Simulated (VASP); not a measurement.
# Be (P6_3/mmc) in VASP: further runs, part 2 of 2

VASP 6.6.1. Earlier steps stand in the parts before.

### 4 Relaxation of shape and atoms at fixed volume, PBE (7.43 Å³/atom)

This run uses another cell than the first one, of 7.43 Å³/atom.

INCAR

```
  PREC = Accurate
  ENCUT = 600
  EDIFF = 1E-6
  ISMEAR = 0
  SIGMA = 0.1
  LREAL = False
  LASPH = True
  NELM = 80
  ALGO = Normal
  ISIF = 4
  LWAVE = False
  LCHARG = False
  GGA = PE
  IBRION = 2
  NSW = 50
  EDIFFG = -0.01
```

KPOINTS

```
regular mesh
0
Gamma
  21 21 12
```

POSCAR

```
Be
1.0
    2.2155950592      0.0000000000      0.0000000000
   -1.1077975296      1.9187616058      0.0000000000
    0.0000000000      0.0000000000      3.4968062803
Be
2
Direct
    0.3333333333      0.6666666667      0.2500000000
    0.6666666667      0.3333333333      0.7500000000
```

Potentials or basis: VASP PAW PBE potentials, release 64 (Be).

The run is started by

```bash
> cat potpaw_PBE.64/Be/POTCAR > POTCAR
> mpirun -np 1 vasp_std > vasp.out
```

OUTCAR:

```text
PREC = Accurate
   ENCUT = 600
   EDIFF = 1E-6
   ISMEAR = 0
   LREAL = False
   LASPH = True
   NELM = 80
   ISIF = 4
   GGA = PE
   IBRION = 2
   NSW = 50
   EDIFFG = -0.01

 ion  position               nearest neighbor table
   1  0.333  0.667  0.250-   2 2.17   2 2.17   2 2.17   2 2.17   2 2.17   2 2.17
   2  0.667  0.333  0.750-   1 2.17   1 2.17   1 2.17   1 2.17   1 2.17   1 2.17

  LATTYP: Found a hexagonal cell.
 ALAT       =     2.2155950592
 C/A-ratio  =     1.5782695785

  Lattice vectors:

 A1 = (   2.2155950592,   0.0000000000,   0.0000000000)
 A2 = (  -1.1077975296,   1.9187616058,   0.0000000000)
 A3 = (   0.0000000000,   0.0000000000,   3.4968062803)

Analysis of symmetry for initial positions (statically):
=====================================================================
 Subroutine PRICEL returns:
 Original cell was already a primitive cell.

 Routine SETGRP: Setting up the symmetry group for a
 hexagonal supercell.

 Subroutine GETGRP returns: Found 24 space group operations
 (whereof 12 operations were pure point group operations)
 out of a pool of 24 trial point group operations.

The static configuration has the point symmetry D_3d.
 The point group associated with its full space group is D_6h.

Analysis of symmetry for dynamics (positions and initial velocities):
=====================================================================
 Subroutine PRICEL returns:
 Original cell was already a primitive cell.

 Routine SETGRP: Setting up the symmetry group for a
 hexagonal supercell.

 Subroutine GETGRP returns: Found 24 space group operations
 (whereof 12 operations were pure point group operations)
 out of a pool of 24 trial point group operations.

The dynamic configuration has the point symmetry D_3d.
 The point group associated with its full space group is D_6h.

 Subroutine INISYM returns: Found 24 space group operations
 (whereof 12 operations are pure point group operations),
 and found     1 'primitive' translations

----------------------------------------------------------------------------------------

                                     Primitive cell

  volume of cell :      14.8656

  direct lattice vectors                    reciprocal lattice vectors
     2.215595059  0.000000000  0.000000000     0.451346015  0.260584743  0.000000000
    -1.107797530  1.918761606  0.000000000     0.000000000  0.521169486  0.000000000
     0.000000000  0.000000000  3.496806280     0.000000000  0.000000000  0.285975236

  length of vectors
     2.215595059  2.215595059  3.496806280     0.521169486  0.521169486  0.285975236

  position of ions in fractional coordinates (direct lattice)
     0.333333333  0.666666667  0.250000000
     0.666666667  0.333333333  0.750000000

  ion indices of the primitive-cell ions
   primitive index   ion index
                 1           1
                 2           2

[... 106 lines left out ...]
  volume of cell :       14.87
 maximum number of plane-waves:       515
 NGX is ok and might be reduce to    18
   NGX =  9   NGY =  9   NGZ = 13

--------------------------------------- Ionic step        1  -------------------------------------------

 number of electron       4.0000000 magnetization

 Free energy of the ion-electron system (eV)
  ---------------------------------------------------
  ext. energy  EPLUGINS =         0.00000000
  ---------------------------------------------------
  free energy    TOTEN  =        -7.50575030 eV

  energy without entropy =       -7.50433418  energy(sigma->0) =       -7.50504224

------------------------ aborting loop because EDIFF is reached ----------------------------------------

  FORCE on cell =-STRESS in cart. coord.  units (eV):
  Direction    XX          YY          ZZ          XY          YZ          ZX
  --------------------------------------------------------------------------------------
  -------------------------------------------------------------------------------------
  Total        0.7791923      0.7791923      0.8404652      0.0000000      0.0000000      0.0000000
  in kB       83.9793003     83.9793003     90.5831369      0.0000000      0.0000000      0.0000000
  external PRESSURE =      86.1805792 kB  Pullay stress =       0.0000000 kB

 VOLUME and BASIS-vectors are now :
 -----------------------------------------------------------------------------
  energy-cutoff  :      600.00
  volume of cell :       14.87
      direct lattice vectors                 reciprocal lattice vectors
     2.215595059  0.000000000  0.000000000     0.451346015  0.260584743  0.000000000
    -1.107797530  1.918761606  0.000000000     0.000000000  0.521169486  0.000000000
     0.000000000  0.000000000  3.496806280     0.000000000  0.000000000  0.285975236

 POSITION                                       TOTAL-FORCE (eV/Angst)
 -----------------------------------------------------------------------------------
     -0.00000      1.27917      0.87420        -0.000000      0.000000      0.000000
      1.10780      0.63959      2.62260         0.000000     -0.000000      0.000000
 -----------------------------------------------------------------------------------
    total drift:                                0.000000     -0.000000      0.000000

  FREE ENERGIE OF THE ION-ELECTRON SYSTEM (eV)
  ---------------------------------------------------
  free  energy   TOTEN  =        -7.5057503046 eV

  energy  without entropy=       -7.5043341782  energy(sigma->0) =       -7.50504224

--------------------------------------- Ionic step        2  -------------------------------------------

 number of electron       4.0000000 magnetization

 Free energy of the ion-electron system (eV)
  ---------------------------------------------------
  ext. energy  EPLUGINS =         0.00000000
  ---------------------------------------------------
  free energy    TOTEN  =        -7.50578300 eV

  energy without entropy =       -7.50437568  energy(sigma->0) =       -7.50507934

 E-fermi :   7.5883     XC(G=0): -10.8104

 val. band max:        7.5775783206   @ k =   0.3333   0.0476   0.0000
 cond. band min:       7.6215529483   @ k =   0.3333   0.2857   0.0833
 fundamental gap:      0.0439746277
 Fermi energy:         7.5883201377

 k-point     1 :       0.0000    0.0000    0.0000
  band No.  band energies     occupation
      1      -4.1511      2.00000
      2       2.8384      2.00000
      3       8.8036      0.00000
      4      24.4127      0.00000
      5      24.4127      0.00000
      6      27.3641      0.00000
[... 199 lines left out ...]
 k-point    24 :       0.1905    0.0952    0.0000
  band No.  band energies     occupation
      1      -2.2751      2.00000
      2       5.3295      2.00000
      3       9.0304      0.00000
      4      16.2188      0.00000
      5      18.6563      0.00000
      6      24.5897      0.00000

 [... further k-points ...]

------------------------ aborting loop because EDIFF is reached ----------------------------------------

  FORCE on cell =-STRESS in cart. coord.  units (eV):
  Direction    XX          YY          ZZ          XY          YZ          ZX
  --------------------------------------------------------------------------------------
  -------------------------------------------------------------------------------------
  Total        0.7959114      0.7959114      0.8016515      0.0000000      0.0000000     -0.0000000
  in kB       85.7812445     85.7812445     86.3998931      0.0000000      0.0000000     -0.0000000
  external PRESSURE =      85.9874607 kB  Pullay stress =       0.0000000 kB

 VOLUME and BASIS-vectors are now :
 -----------------------------------------------------------------------------
  energy-cutoff  :      600.00
  volume of cell :       14.87
      direct lattice vectors                 reciprocal lattice vectors
     2.214504058  0.000000000  0.000000000     0.451568375  0.260713123 -0.000000000
    -1.107252029  1.917816771  0.000000000     0.000000000  0.521426246 -0.000000000
     0.000000000  0.000000000  3.500252614     0.000000000 -0.000000000  0.285693666

 POSITION                                       TOTAL-FORCE (eV/Angst)
 -----------------------------------------------------------------------------------
     -0.00000      1.27854      0.87506        -0.000000      0.000000      0.000000
      1.10725      0.63927      2.62519         0.000000     -0.000000      0.000000
 -----------------------------------------------------------------------------------
    total drift:                                0.000000     -0.000000      0.000000

  FREE ENERGIE OF THE ION-ELECTRON SYSTEM (eV)
  ---------------------------------------------------
  free  energy   TOTEN  =        -7.5057830019 eV

  energy  without entropy=       -7.5043756801  energy(sigma->0) =       -7.50507934

 reached required accuracy - stopping structural energy minimisation
```

CONTCAR:

```text
Be
   1.00000000000000
     2.2145040580412521    0.0000000000000000    0.0000000000000000
    -1.1072520290206260    1.9178167710822092    0.0000000000000000
     0.0000000000000000    0.0000000000000000    3.5002526135268170
  Be
     2
Direct
     0.3333333332999970    0.6666666667000030    0.2500000000000000
     0.6666666667000030    0.3333333332999970    0.7500000000000000

  0.00000000E+00  0.00000000E+00  0.00000000E+00
  0.00000000E+00  0.00000000E+00  0.00000000E+00
```

It took 18 s on 1 thread of Intel Xeon Platinum 8488C (Sapphire Rapids), shared host; peak memory 0.14 GiB.

Results:

```yaml
Free_energy: -7.5058 eV
Energy_gained_by_relaxing: 0.0 meV/atom
Ionic_steps: 2
Pressure_after_relaxing: 8.6 GPa
Band_gap_on_the_k_mesh: zero (bands 2 and 3 overlap by 2.15 eV)
```

Final structure:
```xyz
2
Lattice="2.2145 0.0000 0.0000 -1.1073 1.9178 0.0000 0.0000 0.0000 3.5003" Properties=species:S:1:pos:R:3 pbc="T T T"
Be    0.0000    1.2785    0.8751
Be    1.1073    0.6393    2.6252
```

### 5 Relaxation of shape and atoms at fixed volume, PBE (7.67 Å³/atom)

This run uses another cell than the first one, of 7.67 Å³/atom.

INCAR

```
PREC = Accurate
ENCUT = 600
EDIFF = 1E-7
ISMEAR = 0
SIGMA = 0.1
LREAL = False
LASPH = True
NELM = 100
ALGO = Normal
ISIF = 4
LWAVE = False
LCHARG = False
GGA = PE
IBRION = 2
NSW = 50
EDIFFG = -0.01
```

KPOINTS

```
Automatic mesh
0
Gamma
  21 21 12
```

POSCAR

```
Be
1.0
    2.2398410589      0.0000000000      0.0000000000
   -1.1199205295      1.9397592575      0.0000000000
    0.0000000000      0.0000000000      3.5307082074
Be
2
Direct
    0.3333333333      0.6666666667      0.2500000000
    0.6666666667      0.3333333333      0.7500000000
```

The run is started by

```bash
> cat potpaw_PBE.64/Be/POTCAR > POTCAR
> mpirun -np 1 vasp_std > vasp.out
```

Wall time 20 s (1 thread of Intel Xeon Platinum 8488C (Sapphire Rapids), shared host); peak memory 0.14 GiB.

Results (log left out):

| Item | Value |
| --- | --- |
| Free energy | -7.5244 eV |
| Energy gained by relaxing | 0.0 meV/atom |
| Ionic steps | 2 |
| Pressure after relaxing | 4.1 GPa |
| Band gap on the k mesh | zero (bands 2 and 3 overlap by 2.12 eV) |

Final structure:
```
Be
1.0
     2.23885    0.00000    0.00000
    -1.11943    1.93890    0.00000
     0.00000    0.00000    3.53382
Be
2
Direct
  0.33333 0.66667 0.25000
  0.66667 0.33333 0.75000
```

Levels at points of the mesh, in eV from the Fermi level:
```tsv
k point	band 1	band 2	band 3	band 4	band 5	band 6
(0.00, 0.00, 0.00)	-11.56	-4.62	1.13	16.39	16.39	19.28
(0.00, 0.00, 0.50)	-9.38	-9.38	10.85	10.85	18.07	18.07
```

### 6 Relaxation of shape and atoms at fixed volume, PBE (8.14 Å³/atom)

This run uses another cell than the first one, of 8.14 Å³/atom.

INCAR

```
SYSTEM = Be
  ALGO = Fast
  EDIFF = 1E-6
  EDIFFG = -0.01
  ENCUT = 600
  GGA = PE
  IBRION = 2
  ISIF = 4
  ISMEAR = 0
  LASPH = .TRUE.
  LCHARG = .FALSE.
  LREAL = .FALSE.
  LWAVE = .FALSE.
  NELM = 60
  NSW = 50
  PREC = Accurate
  SIGMA = 0.1
```

KPOINTS

```
k-points
0
G
  21 21 12
  0 0 0
```

POSCAR

```
Be
1.0
    2.2851025677      0.0000000000      0.0000000000
   -1.1425512839      1.9789568739      0.0000000000
    0.0000000000      0.0000000000      3.6020548684
Be
2
Direct
    0.3333333333      0.6666666667      0.2500000000
    0.6666666667      0.3333333333      0.7500000000
```

Potentials or basis: VASP PAW PBE potentials, release 64 (Be).

The run is started by

```bash
> cat potpaw_PBE.64/Be/POTCAR > POTCAR
> mpirun -np 1 vasp_std > vasp.out
```

Run time: 20 s. Hardware: 1 thread of Intel Xeon Platinum 8488C (Sapphire Rapids), shared host; peak memory 0.15 GiB.

It converged, with:

```
Free energy               : -7.5257 eV
Energy gained by relaxing : 0.0 meV/atom
Ionic steps               : 2
Pressure after relaxing   : -3.3 GPa
Band gap on the k mesh    : zero (bands 2 and 3 overlap by 2.06 eV)
```

Stress tensor (GPa, compression positive):
```
-3.29  0.00  0.00
 0.00 -3.29  0.00
 0.00  0.00 -3.38
```

Final structure:
```
CELL_PARAMETERS angstrom
2.28592 0.00000 0.00000
-1.14296 1.97966 0.00000
0.00000 0.00000 3.59949
ATOMIC_POSITIONS crystal
Be 0.33333 0.66667 0.25000
Be 0.66667 0.33333 0.75000
```

Levels at points of the mesh, in eV from the Fermi level:
| k point | band 1 | band 2 | band 3 | band 4 | band 5 | band 6 |
| --- | --- | --- | --- | --- | --- | --- |
| (0.00, 0.00, 0.00) | -11.23 | -4.38 | 0.97 | 15.59 | 15.59 | 18.37 |
| (0.00, 0.00, 0.50) | -9.09 | -9.09 | 10.43 | 10.43 | 17.19 | 17.19 |

### 7 Summary

| cell | gap on the mesh (eV) | pressure (GPa) |
| --- | --- | --- |
| relaxed from a = 2.166, b = 2.166, c = 3.427 Å, angles 90.0, 90.0, 120.0°, 2 atoms | none | 19.6 |
| relaxed from a = 2.191, b = 2.191, c = 3.462 Å, angles 90.0, 90.0, 120.0°, 2 atoms | none | 13.7 |
| relaxed from a = 2.216, b = 2.216, c = 3.497 Å, angles 90.0, 90.0, 120.0°, 2 atoms | none | 8.6 |
| relaxed from a = 2.240, b = 2.240, c = 3.531 Å, angles 90.0, 90.0, 120.0°, 2 atoms | none | 4.1 |
| relaxed from a = 2.285, b = 2.285, c = 3.602 Å, angles 90.0, 90.0, 120.0°, 2 atoms | none | -3.3 |

Alike in all rows: task relaxation of shape and atoms at fixed volume; level PBE; potentials or basis VASP PAW PBE potentials, release 64 (Be); no spin polarisation; k mesh 21 × 21 × 12; cutoff (eV) 600; smearing gaussian 0.1 eV.

Absolute energies hang on the potentials; compare differences alone.
